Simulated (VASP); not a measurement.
Write the native input for VASP 6.6.1 that does the following.

```yaml
Task: single point
Functional: LDA
Potentials_or_basis: VASP PAW LDA potentials, release 64 (Al, Sc_sv)
Cutoff: 520 eV
k_mesh: 12 × 12 × 12
Occupations: gaussian, width 0.1 eV
Spin: no spin polarisation
Dipole_correction: no
Further_INCAR_settings: ALGO = Fast; EDIFF = 1e-07; NBANDS = 18
```

The structure of ScAl3 lies in POSCAR:

```
ScAl3
1.0
    4.0320209867      0.0000000000      0.0000000000
    0.0000000000      4.0320209867      0.0000000000
    0.0000000000      0.0000000000      4.0320209867
Al Sc
3 1
Direct
    0.0000000000      0.5000000000      0.5000000000
    0.5000000000      0.0000000000      0.5000000000
    0.5000000000      0.5000000000      0.0000000000
    0.0000000000      0.0000000000      0.0000000000
```

The input as run:

INCAR

```
SYSTEM = ScAl3
PREC = Accurate
ENCUT = 520
EDIFF = 1E-7
ISMEAR = 0
SIGMA = 0.1
LREAL = .FALSE.
LASPH = .TRUE.
NELM = 100
ALGO = Fast
ISIF = 2
LWAVE = .FALSE.
LCHARG = .FALSE.
GGA = CA
NBANDS = 18
```

KPOINTS

```
Automatic mesh
0
G
  12 12 12
  0 0 0
```

Potentials or basis: VASP PAW LDA potentials, release 64 (Al, Sc_sv).

Launch:

```sh
$ cat potpaw_LDA.64/Al/POTCAR potpaw_LDA.64/Sc_sv/POTCAR > POTCAR
$ mpirun -np 1 vasp_std > vasp.out
```

It gave:

The pressure is 0.2 GPa. The band gap on the k mesh is zero (band 10 reaches 8.45 eV, above the bottom of band 11 at 4.50 eV).

It took 84 s on 1 thread of Intel(R) Xeon(R) Platinum 8488C (Sapphire Rapids), on a shared host, peak memory 0.21 GiB.
